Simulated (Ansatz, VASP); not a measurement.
**Two plane-wave programs on TaAs**

The input INCAR:

```
ALGO = Normal
EDIFF = 1E-6
ENCUT = 510
GGA = PS
GGA_COMPAT = False
ISIF = 2
ISMEAR = -1
LASPH = True
LCHARG = False
LDAU = True
LDAUJ = 0 0
LDAUL = 2 -1
LDAUPRINT = 1
LDAUTYPE = 2
LDAUU = 3 0
LMAXMIX = 4
LREAL = False
LWAVE = False
NBANDS = 36
NELM = 200
PREC = Accurate
SIGMA = 0.05
```

The input KPOINTS:

```
k-points
0
Gamma
  11 11 11
```

File POSCAR:

```
TaAs
1.0
   -1.7218133622      1.7218133622      5.8679415361
    1.7218133622     -1.7218133622      5.8679415361
    1.7218133622      1.7218133622     -5.8679415361
Ta As
2 2
Direct
    0.4999673000      0.4999673000      0.0000000000
    0.2499673000      0.7499673000      0.5000000000
    0.0826321200      0.0826321200      0.0000000000
    0.8326321200      0.3326321200      0.5000000000
```

File input.yaml:

```yaml
crystal:
  lattice:
    - [-1.7218133622, 1.7218133622, 5.8679415361]
    - [1.7218133622, -1.7218133622, 5.8679415361]
    - [1.7218133622, 1.7218133622, -5.8679415361]
  atoms:
    - { symbol: Ta, position: [0.4999673, 0.4999673, 0.0] }
    - { symbol: Ta, position: [0.2499673, 0.7499673, 0.5] }
    - { symbol: As, position: [0.08263212, 0.08263212, 0.0] }
    - { symbol: As, position: [0.83263212, 0.33263212, 0.5] }
hamiltonian:
  xc: pbesol
  pseudopotentials: { kind: paw }
  hubbard: { sites: [{ species: Ta, l: d, u_eff: 3.0 }] }
kpoints:
  mp_grid: { grid: [11, 11, 11] }
  band_path:
    path:
      - [[0.0, 0.0, 0.0], [-0.5, 0.5, 0.0], [-0.5, 0.5, -0.0430497462], [-0.2715248731, 0.2715248731, -0.2715248731], [0.0, 0.0, 0.0], [0.5, 0.5, -0.5], [0.2715248731, 0.7284751269, -0.7284751269], [0.0, 0.5, -0.5], [-0.25, 0.75, -0.25], [0.0430497462, 0.9569502538, -0.5], [0.5, 0.5, -0.5]]
      - [[-0.5, 0.5, 0.0], [-0.25, 0.75, -0.25]]
    npoints: 14
scf:
  occupations: { method: fermi_dirac, width: 0.05 }
  n_extra_bands: 10
output:
  forces: true
  stress: true
  eigenvalues: true
  fatbands: false
```

Alike in both runs: functional PBEsol; k mesh 11 × 11 × 11; occupations fermi-dirac, width 0.05 eV; no spin polarisation; Hubbard terms Ta d U = 3.0 eV.

|  | VASP | Ansatz |
| --- | --- | --- |
| version | VASP 6.6.1 | Ansatz 0.2.0 |
| potentials or method | VASP PAW PBE potentials, release 64 (Ta_sv_GW, As_d) | Ansatz PAW |
| plane-wave cutoff (eV) | 510 | 420 |
| valence electrons in the cell | 56 | 56 |
| task | single point | band structure |

|  | VASP | Ansatz | Ansatz less VASP |
| --- | --- | --- | --- |
| gap on the k mesh at the Fermi level (eV) | none | none | - |
| pressure (GPa) | 0.9 | -2.2 | -3.13 |
| traceless stress, the component that is largest in VASP (GPa) | -0.68 | -0.30 | +0.378 |
| rms of the force components (eV/Å) | 0.012 | 0.009 | -0.0039 |

VASP's potentials were made for PBE, not for PBEsol. The programs project onto different local orbitals, so the same U acts differently, and such runs can settle in different states. Atom by atom the forces differ by 0.004 eV/Å (rms over components). A gap of «none» marks a metal or a gap that the smearing closes.

Neither program's run includes spin-orbit coupling.
